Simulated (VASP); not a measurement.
# Mg64O65 (a cell with a defect) in VASP: further runs, part 2 of 3

VASP 6.6.1.

## Step 3: Single point, PBE

INCAR

```
PREC = Accurate
ENCUT = 520
EDIFF = 1E-6
ISMEAR = -1
SIGMA = 0.01
LREAL = Auto
LASPH = True
NELM = 60
ALGO = Normal
ISIF = 2
LWAVE = False
LCHARG = False
GGA = PE
NBANDS = 329
LUSENCCL = False
```

KPOINTS

```
Automatic mesh
0
Gamma
  1 1 1
```

POSCAR

```
Mg64O65
1.0
    0.0000000000      8.5087624600      8.5087624600
    8.5087624600      0.0000000000      8.5087624600
    8.5087624600      8.5087624600      0.0000000000
Mg O
64 65
Direct
   -0.0001764183     -0.0003582034      0.0007859882
    0.0003606371      0.0015022702      0.2486914486
    0.0005050744     -0.0013033288      0.5002335035
   -0.0003658134      0.0005237454      0.7513700472
   -0.0003471357      0.2474365433      0.0041708294
   -0.0008503444      0.2492808516      0.2523625744
[... 121 lines left out ...]
    0.8726024444      0.8762693025      0.8784687560
    0.1001701433      0.6001140889      0.6994764888
```

Potentials or basis: VASP PAW PBE potentials, release 64 (Mg, O).

Started as:

```sh
$ cat potpaw_PBE.64/Mg/POTCAR potpaw_PBE.64/O/POTCAR > POTCAR
$ mpirun -np 1 vasp_gam > vasp.out
```

OUTCAR:

```text
PREC = Accurate
   ENCUT = 520
   EDIFF = 1E-6
   ISMEAR = -1
   LREAL = Auto
   LASPH = True
   NELM = 60
   ISIF = 2
   GGA = PE

 ion  position               nearest neighbor table
   1  1.000  1.000  0.001-  77 2.11  80 2.12  68 2.12 116 2.13 125 2.13 113 2.13   4 3.00   8 3.00
                            14 3.00   2 3.00   5 3.00  13 3.00  20 3.00  29 3.01  17 3.01  49 3.01
   2  0.000  0.002  0.249-  78 2.07  65 2.10 113 2.11  77 2.13 114 2.14 126 2.15  15 2.93   5 2.95
                            17 2.99   6 3.00  18 3.00   1 3.00  54 3.00   3 3.01  30 3.02  50 3.02
   3  0.001  0.999  0.500-  78 2.12 114 2.13  66 2.13 127 2.13  79 2.13 115 2.14   6 3.00  31 3.00
                            15 3.00   2 3.01  18 3.01  51 3.01  19 3.01  55 3.02   7 3.02  52 3.03
   4  1.000  0.001  0.751-  67 2.12 116 2.12  80 2.12 115 2.12 128 2.14  79 2.15  16 2.93   8 2.98
                             1 3.00   7 3.00  56 3.00  20 3.00  19 3.01  49 3.01  32 3.01  52 3.02
   5  1.000  0.247  0.004-  72 2.07  65 2.10 113 2.11 117 2.13  68 2.14 120 2.15  12 2.93   2 2.95
                             6 2.99  17 3.00  21 3.00  54 3.00   1 3.00  24 3.01   9 3.02  53 3.02
   6  0.999  0.249  0.252- 117 2.12  69 2.12 118 2.13 114 2.13  66 2.13  65 2.13   5 2.99  21 2.99
                            18 3.00   2 3.00   9 3.00   3 3.00   7 3.00  55 3.00  10 3.01  58 3.01
[... 477 lines left out ...]
      6     -13.5446      2.00000
[... 263 lines left out ...]
    270      10.6866      0.00000
    271      10.7153      0.00000
 [bands above 271 left out]

------------------------ aborting loop because EDIFF is reached ----------------------------------------

  FORCE on cell =-STRESS in cart. coord.  units (eV):
  Direction    XX          YY          ZZ          XY          YZ          ZX
  --------------------------------------------------------------------------------------
  -------------------------------------------------------------------------------------
  Total        7.6467364      7.6483889      7.6474848      3.4114375     -3.4108686     -3.4133249
  in kB        9.9439174      9.9460664      9.9448906      4.4362786     -4.4355388     -4.4387330
  external PRESSURE =       9.9449581 kB  Pullay stress =       0.0000000 kB

 VOLUME and BASIS-vectors are now :
 -----------------------------------------------------------------------------
  energy-cutoff  :      520.00
  volume of cell :     1232.05
      direct lattice vectors                 reciprocal lattice vectors
     0.000000000  8.508762460  8.508762460    -0.058762952  0.058762952  0.058762952
     8.508762460  0.000000000  8.508762460     0.058762952 -0.058762952  0.058762952
     8.508762460  8.508762460  0.000000000     0.058762952  0.058762952 -0.058762952

 POSITION                                       TOTAL-FORCE (eV/Angst)
 -----------------------------------------------------------------------------------
      8.51240      8.51395     17.01298        -0.001039      0.003419      0.001319
      2.12884      2.11913      0.01585        -0.002124      0.003811      0.004295
     12.75404      4.26067      8.50197        -0.005358     -0.000334      0.000401
      6.39769     14.89888      8.51011        -0.000132      0.002038      0.001048
      2.14087      8.54130     10.61119         0.001160      0.004942      0.003789
      4.26836     10.64882     10.62260        -0.003362     -0.000406      0.000447
[... 121 lines left out ...]
     14.93065     14.89945     14.88073         0.003170     -0.000111      0.000675
     11.05791      6.80400      5.95855         0.146198      0.145920     -0.145322
 -----------------------------------------------------------------------------------
    total drift:                               -0.006034      0.000258     -0.005575

  FREE ENERGIE OF THE ION-ELECTRON SYSTEM (eV)
  ---------------------------------------------------
  free  energy   TOTEN  =      -764.2058612604 eV

  energy  without entropy=     -764.2058612604  energy(sigma->0) =     -764.20586126
```

Run time: 1.9 min. Hardware: 1 × NVIDIA H100 80GB with 1 thread of Intel Xeon Platinum 8481C at 2.70GHz (Sapphire Rapids), shared host; peak memory 1.9 GiB.

Results:

```yaml
Free_energy: -764.2059 eV
Pressure: 1.0 GPa
Largest_force: 0.254 eV/Å
Band_gap_on_the_k_mesh: 4.22 eV
```

Forces in eV/Å, atoms in the order of the input:
```
Mg  -0.001  0.003  0.001
Mg  -0.002  0.004  0.004
Mg  -0.005  0.000  0.000
Mg   0.000  0.002  0.001
Mg   0.001  0.005  0.004
Mg  -0.003  0.000  0.000
Mg  -0.003  0.000  0.002
Mg  -0.001  0.003  0.001
Mg  -0.003 -0.002  0.002
Mg  -0.001  0.000  0.003
Mg   0.001  0.001  0.005
Mg   0.010  0.010  0.008
Mg  -0.004  0.004 -0.001
Mg  -0.003  0.004  0.003
Mg  -0.008  0.006  0.009
Mg  -0.008  0.009 -0.008
Mg   0.004  0.001 -0.001
Mg  -0.002 -0.004 -0.004
Mg  -0.001 -0.002 -0.001
Mg   0.002  0.001 -0.001
Mg   0.001 -0.004 -0.005
Mg   0.002 -0.002 -0.003
Mg   0.001 -0.001  0.000
Mg   0.003  0.000  0.000
Mg   0.004 -0.004 -0.001
Mg   0.004 -0.003  0.002
Mg   0.005 -0.008  0.008
Mg   0.009 -0.008 -0.009
Mg   0.001  0.001 -0.003
Mg   0.004  0.003 -0.002
Mg  -0.008 -0.009 -0.006
Mg   0.000  0.000 -0.004
Mg  -0.001 -0.001 -0.004
Mg   0.001  0.000 -0.003
Mg   0.000  0.000  0.000
Mg   0.002  0.002 -0.001
Mg  -0.001 -0.002  0.000
Mg   0.002  0.001  0.000
Mg   0.001  0.000  0.002
Mg  -0.001 -0.001 -0.003
Mg   0.003 -0.001  0.001
Mg   0.004 -0.002  0.004
Mg   0.001 -0.005  0.000
Mg   0.002  0.000  0.001
Mg   0.001  0.003 -0.001
Mg  -0.003 -0.003 -0.004
Mg  -0.001 -0.001 -0.001
Mg   0.001  0.001 -0.001
Mg  -0.002 -0.001  0.001
Mg   0.001  0.002  0.000
Mg   0.000  0.001  0.002
Mg   0.000 -0.001 -0.002
Mg   0.000  0.000  0.002
Mg   0.002  0.003  0.001
Mg  -0.003 -0.002  0.000
Mg   0.000  0.000  0.000
Mg   0.004  0.002  0.004
Mg  -0.001 -0.003  0.000
Mg  -0.001 -0.003  0.002
Mg   0.002 -0.001  0.000
Mg  -0.004  0.000 -0.005
Mg  -0.002  0.002 -0.002
Mg  -0.001  0.001  0.001
Mg   0.000  0.003  0.000
O    0.000 -0.001  0.000
O    0.001  0.002  0.004
O    0.000  0.000 -0.001
O   -0.001 -0.003  0.000
O   -0.001  0.003  0.002
O   -0.004  0.001  0.001
O   -0.004  0.004 -0.003
O   -0.002  0.000  0.000
O    0.000  0.000  0.000
O    0.001  0.001  0.001
O   -0.148 -0.147  0.146
O    0.001  0.001  0.001
O    0.001 -0.005 -0.001
O    0.000  0.001 -0.002
O    0.003  0.004  0.005
O   -0.002 -0.003  0.001
O    0.005  0.002  0.002
O   -0.002 -0.001  0.002
O    0.003  0.000  0.001
O   -0.001 -0.001  0.003
O   -0.001  0.002 -0.004
O   -0.003 -0.001  0.000
O   -0.004  0.003 -0.004
O    0.000  0.004  0.001
O   -0.006  0.002 -0.001
O    0.000  0.000 -0.002
O    0.004  0.004  0.005
O   -0.003 -0.001  0.001
O    0.001  0.001  0.005
O    0.000  0.001  0.004
O    0.000  0.001 -0.003
O   -0.002 -0.001  0.001
O   -0.001  0.000  0.000
O   -0.002 -0.002  0.002
O    0.000  0.000  0.000
O    0.001  0.000  0.004
O   -0.001  0.004 -0.001
O   -0.004  0.000 -0.001
O    0.001  0.005  0.000
O   -0.004  0.000  0.001
O   -0.001  0.000  0.000
O    0.001  0.000  0.005
O   -0.001  0.000 -0.001
O   -0.003 -0.001  0.000
O    0.001  0.005  0.001
O   -0.003 -0.001  0.002
O    0.000  0.003  0.000
O   -0.002 -0.001  0.003
O    0.005 -0.002 -0.002
O    0.000 -0.005 -0.001
O    0.005  0.001  0.000
O    0.000 -0.004  0.000
O   -0.001 -0.002 -0.003
O    0.004  0.004 -0.005
O    0.001  0.000 -0.004
O    0.000 -0.001 -0.003
O    0.004 -0.001  0.001
O    0.002 -0.004  0.000
O    0.004 -0.005 -0.004
O    0.000 -0.001 -0.001
O    0.002 -0.001 -0.005
O   -0.001 -0.004 -0.001
O    0.002 -0.004 -0.004
O    0.003  0.000  0.001
O    0.146  0.146 -0.145
```

Stress tensor (GPa, compression positive):
```
 0.99  0.44 -0.44
 0.44  0.99 -0.44
-0.44 -0.44  0.99
```

Caveat: the k points lie up to 0.64 Å⁻¹ apart.

(Continued in part 3 of 3.)
